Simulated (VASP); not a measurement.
# SnO2 (Fm-3m) in VASP: notebook

SnO2 is run at these levels: r2SCAN; tasks: single point.

All numbers are computed with VASP 6.6.1; they aren't measurements. Logs are shortened: lines on timing, memory, paths and dates and some standing lists are left out, and cuts for length are marked.

**1. The cell of the first run**

Symmetry: Fm-3m, No. 225, cubic system. The conventional cell has a = 5.067 Å, b = 5.067 Å, c = 5.067 Å, α = 90.00°, β = 90.00°, γ = 90.00°. Sn (site symmetry m-3m) has 8 O at 2.19 Å within 2.9 Å. Within 2.9 Å of O (site symmetry -43m) lie 4 Sn at 2.19 Å and 6 O at 2.53 Å.

**2. Single point, r2SCAN**

Input file POSCAR:

```
SnO2
1.0
    0.0000000000      2.5334672578      2.5334672578
    2.5334672578      0.0000000000      2.5334672578
    2.5334672578      2.5334672578      0.0000000000
Sn O
1 2
Direct
    0.0000000000      0.0000000000      0.0000000000
    0.7500000000      0.7500000000      0.7500000000
    0.2500000000      0.2500000000      0.2500000000
```

Input file INCAR.step1:

```
SYSTEM = SnO2
PREC     = Accurate       ! precision mode
ENCUT    = 910            ! plane-wave cutoff, eV
ISMEAR   = -1             ! smearing method
SIGMA    = 0.02           ! smearing width, eV
LREAL    = .False.        ! projectors in reciprocal space
LASPH    = .True.         ! aspherical terms in the spheres
NELM     = 120            ! most SCF steps
NBANDS   = 20             ! bands
GGA      = PE             ! functional
ALGO     = Normal         ! electronic algorithm
EDIFF    = 1E-5           ! SCF threshold, eV
LWAVE    = .True.         ! write WAVECAR
LCHARG   = .False.        ! write CHGCAR
GGA_COMPAT= .False.
```

Input file INCAR.step2:

```
SYSTEM = SnO2
PREC     = Accurate       ! precision mode
ENCUT    = 910            ! plane-wave cutoff, eV
EDIFF    = 1E-6           ! SCF threshold, eV
ISMEAR   = -1             ! smearing method
SIGMA    = 0.02           ! smearing width, eV
LREAL    = .False.        ! projectors in reciprocal space
LASPH    = .True.         ! aspherical terms in the spheres
NELM     = 120            ! most SCF steps
ALGO     = Normal         ! electronic algorithm
ISIF     = 2              ! what is computed and relaxed
LWAVE    = .False.        ! write WAVECAR
LCHARG   = .True.         ! write CHGCAR
METAGGA  = R2SCAN         ! meta-GGA
LMIXTAU  = .True.       
LELF     = .True.         ! ELF
LVHAR    = .True.       
NBANDS   = 20             ! bands
ISTART   = 1            
GGA_COMPAT= .False.
```

Input file KPOINTS:

```
Automatic mesh
0
Gamma
  8 8 8
  0 0 0
```

Potentials or basis: VASP PAW PBE potentials, release 64 (Sn_d, O_h).

The run is started by

```console
$ cat potpaw_PBE.64/Sn_d/POTCAR potpaw_PBE.64/O_h/POTCAR > POTCAR
$ cp INCAR.step1 INCAR
$ mpirun -np 1 vasp_std > vasp.out
$ cp INCAR.step2 INCAR
$ mpirun -np 1 vasp_std > vasp.out
```

OUTCAR:

```text
SYSTEM = SnO2
   PREC = Accurate
   ENCUT = 910
   EDIFF = 1E-6
   ISMEAR = -1
   LREAL = .False.
   LASPH = .True.
   NELM = 120
   ISIF = 2
   METAGGA = R2SCAN
   ISTART = 1

 ion  position               nearest neighbor table
   1  0.000  0.000  0.000-   2 2.19   2 2.19   2 2.19   2 2.19   3 2.19   3 2.19   3 2.19   3 2.19

   2  0.750  0.750  0.750-   1 2.19   1 2.19   1 2.19   1 2.19
   3  0.250  0.250  0.250-   1 2.19   1 2.19   1 2.19   1 2.19

  LATTYP: Found a face centered cubic cell.
 ALAT       =     5.0669345156

  Lattice vectors:

 A1 = (   0.0000000000,   2.5334672578,   2.5334672578)
 A2 = (   2.5334672578,   0.0000000000,   2.5334672578)
 A3 = (   2.5334672578,   2.5334672578,   0.0000000000)

Analysis of symmetry for initial positions (statically):
=====================================================================
 Subroutine PRICEL returns:
 Original cell was already a primitive cell.

 Routine SETGRP: Setting up the symmetry group for a
 face centered cubic supercell.

 Subroutine GETGRP returns: Found 48 space group operations
 (whereof 48 operations were pure point group operations)
 out of a pool of 48 trial point group operations.

The static configuration has the point symmetry O_h .

Analysis of symmetry for dynamics (positions and initial velocities):
=====================================================================
 Subroutine PRICEL returns:
 Original cell was already a primitive cell.

 Routine SETGRP: Setting up the symmetry group for a
 face centered cubic supercell.

 Subroutine GETGRP returns: Found 48 space group operations
 (whereof 48 operations were pure point group operations)
 out of a pool of 48 trial point group operations.

The dynamic configuration has the point symmetry O_h .

 Subroutine INISYM returns: Found 48 space group operations
 (whereof 48 operations are pure point group operations),
 and found     1 'primitive' translations

----------------------------------------------------------------------------------------

                                     Primitive cell

  volume of cell :      32.5219

  direct lattice vectors                    reciprocal lattice vectors
     0.000000000  2.533467258  2.533467258    -0.197357988  0.197357988  0.197357988
     2.533467258  0.000000000  2.533467258     0.197357988 -0.197357988  0.197357988
     2.533467258  2.533467258  0.000000000     0.197357988  0.197357988 -0.197357988

  length of vectors
     3.582863756  3.582863756  3.582863756     0.341834062  0.341834062  0.341834062

  position of ions in fractional coordinates (direct lattice)
     0.000000000  0.000000000  0.000000000
     0.750000000  0.750000000  0.750000000
     0.250000000  0.250000000  0.250000000

  ion indices of the primitive-cell ions
   primitive index   ion index
                 1           1
                 2           2
                 3           3

----------------------------------------------------------------------------------------

 KPOINTS: Automatic mesh

Automatic generation of k-mesh.
 Grid dimensions read from file:
 generate k-points for:    8    8    8

 Generating k-lattice:

  Cartesian coordinates                     Fractional coordinates (reciprocal lattice)
    -0.024669748  0.024669748  0.024669748     0.125000000  0.000000000  0.000000000
     0.024669748 -0.024669748  0.024669748     0.000000000  0.125000000  0.000000000
     0.024669748  0.024669748 -0.024669748     0.000000000  0.000000000  0.125000000

  Length of vectors
     0.042729258  0.042729258  0.042729258

  Shift w.r.t. Gamma in fractional coordinates (k-lattice)
     0.000000000  0.000000000  0.000000000

 Subroutine IBZKPT returns following result:
 ===========================================

 Found     29 irreducible k-points:

 Following reciprocal coordinates:
            Coordinates               Weight
  0.000000  0.000000  0.000000      1.000000
  0.125000  0.000000  0.000000      8.000000
  0.250000  0.000000  0.000000      8.000000
  0.375000  0.000000  0.000000      8.000000
  0.500000  0.000000  0.000000      4.000000
  0.125000  0.125000  0.000000      6.000000
[... 16 lines left out ...]
  0.500000  0.250000  0.125000     48.000000
 -0.375000  0.250000  0.125000     24.000000
 [... further k-points ...]
   k-points           NKPTS =     29   k-points in BZ     NKDIM =     29   number of bands    NBANDS=     20
   number of dos      NEDOS =    301   number of ions     NIONS =      3
   total plane-waves  NPLWV =  46656
   dimension x,y,z NGX =    36 NGY =   36 NGZ =   36
   dimension x,y,z NGXF=    72 NGYF=   72 NGZF=   72
   ions per type =               1   2
   NGX,Y,Z   is equivalent  to a cutoff of  16.70, 16.70, 16.70 a.u.
   NGXF,Y,Z  is equivalent  to a cutoff of  33.41, 33.41, 33.41 a.u.
 SYSTEM =  SnO2
   PREC   = accura    normal or accurate (medium, high low for compatibility)
   ISTART =      1    job   : 0-new  1-cont  2-samecut
   ICHARG =      0    charge: 1-file 2-atom 10-const
   ISPIN  =      1    spin polarized calculation?
   LNONCOLLINEAR =      F non collinear calculations
   LSORBIT =      F    spin-orbit coupling
   LASPH  =      T    aspherical Exc in radial PAW
   ENCUT  =  910.0 eV  66.88 Ry    8.18 a.u.   8.81  8.81  8.81*2*pi/ulx,y,z
   NELM   =    120;   NELMIN=  2; NELMDL=  0     # of ELM steps
   EDIFF  = 0.1E-05   stopping-criterion for ELM
   LREAL  =      F    real-space projection
[... 7 lines left out ...]
   TEBEG  =    0.0;   TEEND  =   0.0 temperature during run
   PSTRESS=    0.0 pullay stress
   NELECT =      26.0000    total number of electrons
   NUPDOWN=      -1.0000    fix difference up-down
   EMIN   =  10.00;   EMAX   =-10.00  energy-range for DOS
   EFERMI =   0.00;   METHOD = LEGACY
   ISMEAR =    -1;   SIGMA  =   0.02  broadening in eV -4-tet -1-fermi 0-gaus
   EFERMI_NEDOS =   21; number of points for ismear=-14 and -15
   IALGO  =     38    algorithm
   IMIX   =      4    mixing-type and parameters
     AMIX     =   0.40;   BMIX     =  1.00
     AMIX_MAG =   1.60;   BMIX_MAG =  1.00
  volume/ion in A,a.u.               =      10.84        73.16
  Fermi-wavevector in a.u.,A,eV,Ry     =   1.519407  2.871262 31.410358  2.308596
  Thomas-Fermi vector in A             =   2.628397
   LORBIT       =      0    0 simple, 1 ext, 2 COOP (PROOUT), +10 PAW based schemes
   METAGGA = R2SCAN    functional components
   LHFCALC =     F    Hartree Fock is set to
   AEXX    =    0.0000 exact exchange contribution
   IVDW    =     0    specifies the selected vdW correction
   LEPSILON=     F    determine dielectric tensor
   LRPA    =     F    only Hartree local field effects (RPA)
 non-spin polarized calculation
  energy-cutoff  :      910.00
  volume of cell :       32.52
 maximum number of plane-waves:      2085
   NGX = 17   NGY = 17   NGZ = 17

 number of electron      26.0000001 magnetization

 Free energy of the ion-electron system (eV)
  ---------------------------------------------------
  ext. energy  EPLUGINS =         0.00000000
  ---------------------------------------------------
  free energy    TOTEN  =       -41.50362074 eV

  energy without entropy =      -41.50362074  energy(sigma->0) =      -41.50362074

 E-fermi :   8.6771     XC(G=0): -12.7719

 val. band max:        8.1751813934   @ k =  -0.2500   0.5000   0.2500
 cond. band min:       9.0351924778   @ k =   0.0000   0.0000   0.0000
 fundamental gap:      0.8600110844
 Fermi energy:         8.6770912706

 k-point     1 :       0.0000    0.0000    0.0000
  band No.  band energies     occupation
      1     -12.9730      2.00000
      2     -12.9730      2.00000
      3     -12.9730      2.00000
      4     -12.7851      2.00000
      5     -12.7851      2.00000
      6     -12.5137      2.00000
[... 12 lines left out ...]
     19      24.4453      0.00000
     20      24.4453      0.00000

 k-point     2 :       0.1250    0.0000    0.0000
  band No.  band energies     occupation
      1     -13.0629      2.00000
      2     -12.9603      2.00000
      3     -12.9603      2.00000
      4     -12.7856      2.00000
      5     -12.7856      2.00000
      6     -12.3424      2.00000
[... 12 lines left out ...]
     19      24.4972      0.00000
     20      24.4972      0.00000

 k-point     3 :       0.2500    0.0000    0.0000
  band No.  band energies     occupation
      1     -13.2952      2.00000
      2     -12.9348      2.00000
      3     -12.9348      2.00000
      4     -12.7811      2.00000
      5     -12.7811      2.00000
      6     -11.8060      2.00000
[... 12 lines left out ...]
     19      24.6041      0.00000
     20      25.1384      0.00000

 k-point     4 :       0.3750    0.0000    0.0000
  band No.  band energies     occupation
      1     -13.5127      2.00000
      2     -12.9196      2.00000
      3     -12.9196      2.00000
      4     -12.7660      2.00000
      5     -12.7660      2.00000
      6     -11.0126      2.00000
[... 12 lines left out ...]
     19      24.5748      0.00000
     20      25.0981      0.00000

 k-point     5 :       0.5000    0.0000    0.0000
  band No.  band energies     occupation
      1     -13.5976      2.00000
      2     -12.9164      2.00000
      3     -12.9164      2.00000
      4     -12.7564      2.00000
      5     -12.7564      2.00000
      6     -10.4106      2.00000
[... 12 lines left out ...]
     19      24.4325      0.00000
     20      24.7059      0.00000
[... 353 lines left out ...]
      6     -10.7903      2.00000
[... 12 lines left out ...]
     19      26.4956      0.00000
     20      27.0489      0.00000

 k-point    22 :       0.3750    0.2500    0.1250
  band No.  band energies     occupation
      1     -13.3381      2.00000
      2     -13.0296      2.00000
      3     -12.8927      2.00000
      4     -12.8128      2.00000
      5     -12.7684      2.00000
      6     -11.4119      2.00000
[... 12 lines left out ...]
     19      25.0273      0.00000
     20      27.8162      0.00000

 k-point    23 :       0.5000    0.2500    0.1250
  band No.  band energies     occupation
      1     -13.4296      2.00000
      2     -13.1210      2.00000
      3     -12.8689      2.00000
      4     -12.8115      2.00000
      5     -12.7670      2.00000
      6     -10.6369      2.00000
[... 12 lines left out ...]
     19      25.0269      0.00000
     20      28.2998      0.00000

 k-point    24 :      -0.3750    0.2500    0.1250
  band No.  band energies     occupation
      1     -13.4742      2.00000
      2     -13.1499      2.00000
      3     -12.8635      2.00000
      4     -12.8077      2.00000
      5     -12.7642      2.00000
      6      -9.9551      2.00000
[... 12 lines left out ...]
     19      24.9528      0.00000
     20      28.7041      0.00000

 [... further k-points ...]

------------------------ aborting loop because EDIFF is reached ----------------------------------------

  FORCE on cell =-STRESS in cart. coord.  units (eV):
  Direction    XX          YY          ZZ          XY          YZ          ZX
  --------------------------------------------------------------------------------------
  -------------------------------------------------------------------------------------
  Total        0.2038663      0.2038663      0.2038663      0.0000000      0.0000000     -0.0000000
  in kB       10.0433876     10.0433876     10.0433876      0.0000000      0.0000000     -0.0000000
  external PRESSURE =      10.0433876 kB  Pullay stress =       0.0000000 kB

 VOLUME and BASIS-vectors are now :
 -----------------------------------------------------------------------------
  energy-cutoff  :      910.00
  volume of cell :       32.52
      direct lattice vectors                 reciprocal lattice vectors
     0.000000000  2.533467258  2.533467258    -0.197357988  0.197357988  0.197357988
     2.533467258  0.000000000  2.533467258     0.197357988 -0.197357988  0.197357988
     2.533467258  2.533467258  0.000000000     0.197357988  0.197357988 -0.197357988

 POSITION                                       TOTAL-FORCE (eV/Angst)
 -----------------------------------------------------------------------------------
      0.00000      0.00000      0.00000        -0.000000      0.000000      0.000000
      3.80020      3.80020      3.80020        -0.000000     -0.000000     -0.000000
      1.26673      1.26673      1.26673         0.000000      0.000000     -0.000000
 -----------------------------------------------------------------------------------
    total drift:                                0.000000      0.000000      0.000000

  FREE ENERGIE OF THE ION-ELECTRON SYSTEM (eV)
  ---------------------------------------------------
  free  energy   TOTEN  =       -41.5036207421 eV

  energy  without entropy=      -41.5036207421  energy(sigma->0) =      -41.50362074
```

Wall time 3.1 min (1 thread of Intel Xeon Platinum 8259CL at 2.50GHz (Skylake/Cascade Lake), shared host); peak memory 0.24 GiB.

Results:

```
Free energy            : -41.5036 eV
Pressure               : 1.0 GPa
Band gap on the k mesh : 0.86 eV, indirect (least direct gap 2.29 eV)
```

Caveat: the cutoff is under 1.25 times the usual one of these potentials, so pressure, stress and relaxed cells hold a basis-set (Pulay) error; the PAW data sets were made with another functional, which shifts forces and pressure a little; spin-orbit coupling is left out, which moves the levels of the heavy elements. r2SCAN opens gaps a little over a GGA but as a rule still falls short of measured ones.

**3. Single point, r2SCAN**

POSCAR is that of step 2.

Input file INCAR.step1:

```
ALGO     = Normal         # electronic algorithm
EDIFF    = 1E-5           # SCF threshold, eV
ENCUT    = 910            # plane-wave cutoff, eV
GGA      = PE             # functional
GGA_COMPAT= F            
ISMEAR   = 0              # smearing method
LASPH    = T              # aspherical terms in the spheres
LCHARG   = F              # write CHGCAR
LREAL    = F              # projectors in reciprocal space
LWAVE    = T              # write WAVECAR
NBANDS   = 20             # bands
NELM     = 120            # most SCF steps
PREC     = Accurate       # precision mode
SIGMA    = 0.01           # smearing width, eV
```

Input file INCAR.step2:

```
ALGO     = Normal         # electronic algorithm
EDIFF    = 1E-6           # SCF threshold, eV
ENCUT    = 910            # plane-wave cutoff, eV
GGA_COMPAT= F            
ISIF     = 2              # what is computed and relaxed
ISMEAR   = 0              # smearing method
ISTART   = 1            
LASPH    = T              # aspherical terms in the spheres
LCHARG   = F              # write CHGCAR
LMIXTAU  = T            
LREAL    = F              # projectors in reciprocal space
LWAVE    = F              # write WAVECAR
METAGGA  = R2SCAN         # meta-GGA
NBANDS   = 20             # bands
NELM     = 120            # most SCF steps
PREC     = Accurate       # precision mode
SIGMA    = 0.01           # smearing width, eV
```

Input file KPOINTS:

```
k-points
0
Gamma
  8 8 8
```

Potentials or basis: VASP PAW PBE potentials, release 64 (Sn_d, O_h).

The run is started by

```console
$ cat potpaw_PBE.64/Sn_d/POTCAR potpaw_PBE.64/O_h/POTCAR > POTCAR
$ cp INCAR.step1 INCAR
$ mpirun -np 1 vasp_std > vasp.out
$ cp INCAR.step2 INCAR
$ mpirun -np 1 vasp_std > vasp.out
```

Run time: 1.7 min. Hardware: 1 thread of Intel Xeon Platinum 8559C (Emerald Rapids), shared host; peak memory 0.24 GiB.

Results (log left out):

```
Free energy            : -41.5036 eV
Pressure               : 1.0 GPa
Band gap on the k mesh : 0.86 eV, indirect (least direct gap 2.29 eV)
```

Levels at points of the mesh, in eV from the valence-band top:
| k point | band 11 | band 12 | band 13 | band 14 | band 15 | band 16 |
| --- | --- | --- | --- | --- | --- | --- |
| (0.00, 0.00, 0.00) | -1.43 | -1.43 | -1.43 | 0.86 | 7.90 | 7.90 |
| (0.50, 0.00, 0.00) | -3.47 | -2.20 | -2.20 | 5.54 | 8.62 | 11.41 |
| (0.50, 0.50, 0.00) | -0.21 | -0.21 | -0.13 | 3.86 | 8.10 | 10.49 |

Caveat: the cutoff is under 1.25 times the usual one of these potentials, so pressure, stress and relaxed cells hold a basis-set (Pulay) error; the PAW data sets were made with another functional, which shifts forces and pressure a little; spin-orbit coupling is left out, which moves the levels of the heavy elements.
